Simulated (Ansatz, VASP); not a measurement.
**Te2Mo in VASP and in Ansatz**

File INCAR:

```
SYSTEM = Te2Mo
ALGO = Normal
EDIFF = 1E-6
ENCUT = 520
ISIF = 2
ISMEAR = 0
LASPH = .TRUE.
LCHARG = .FALSE.
LREAL = .FALSE.
LWAVE = .FALSE.
NBANDS = 49
NELM = 100
PREC = Accurate
SIGMA = 0.05
```

File KPOINTS:

```
k-points
0
G
  12 12 1
  0 0 0
```

Contents of POSCAR:

```
Te2Mo
1.0
    3.3842215617      0.0000000000      0.0000000000
   -1.6921107809      2.9308218444      0.0000000000
    0.0000000000      0.0000000000     28.6962094435
Te Mo
6 3
Direct
    0.0000000000      0.0000000000      0.9405159683
    0.3333333333      0.6666666667      0.7128929968
    0.3333333333      0.6666666667      0.1682534351
    0.3333333333      0.6666666667      0.8317465649
    0.3333333333      0.6666666667      0.2871070032
    0.0000000000      0.0000000000      0.0594840317
    0.0000000000      0.0000000000      0.7722229666
    0.0000000000      0.0000000000      0.2277770334
    0.3333333333      0.6666666667      0.0000000000
```

Input for Ansatz:

```yaml
crystal:
  lattice:
    - [3.3842215617, 0.0, 0.0]
    - [-1.6921107809, 2.9308218444, 0.0]
    - [0.0, 0.0, 28.6962094435]
  atoms:
    - { symbol: Te, position: [0.0, 0.0, 0.9405159683] }
    - { symbol: Te, position: [0.3333333333, 0.6666666667, 0.7128929968] }
    - { symbol: Te, position: [0.3333333333, 0.6666666667, 0.1682534351] }
    - { symbol: Te, position: [0.3333333333, 0.6666666667, 0.8317465649] }
    - { symbol: Te, position: [0.3333333333, 0.6666666667, 0.2871070032] }
    - { symbol: Te, position: [0.0, 0.0, 0.0594840317] }
    - { symbol: Mo, position: [0.0, 0.0, 0.7722229666] }
    - { symbol: Mo, position: [0.0, 0.0, 0.2277770334] }
    - { symbol: Mo, position: [0.3333333333, 0.6666666667, 0.0] }
basis:
  ecutwfc: 420
kpoints:
  mp_grid: { grid: [12, 12, 1] }
hamiltonian:
  xc: lda
scf:
  occupations: { method: gaussian, width: 0.05 }
output:
  forces: true
  stress: true
  eigenvalues: true
```

Change from the starting cell: strain -0.025 along x and y, -0.050 along z, atoms carried along.

Alike in both runs: task single point; functional LDA; k mesh 12 × 12 × 1; occupations gaussian, width 0.05 eV; no spin polarisation.

|  | VASP | Ansatz |
| --- | --- | --- |
| version | VASP 6.6.1 | Ansatz 0.2.0 |
| potentials or method | VASP PAW LDA potentials, release 64 (Te, Mo_sv), cutoff 520 eV | scalar-relativistic, plane waves, PAW |
| valence electrons in the cell | 78 | 138 |

```tsv
	VASP	Ansatz	Ansatz less VASP
gap on the k mesh at the Fermi level (eV)	0.57	0.59	+0.027
least direct gap on the mesh (eV)	1.21	1.21	+0.002
rms of the force components (eV/Å)	1.002	0.964	-0.0377
```

LDA's correlation is that of Perdew and Zunger in VASP and of Perdew and Wang (1992) in Ansatz. Atom by atom the forces differ by 0.038 eV/Å (rms over components). VASP's potentials hold 78 valence electrons a cell and Ansatz's 138, so a difference there can come from the potentials and not from the codes.

Spin-orbit coupling is off throughout.
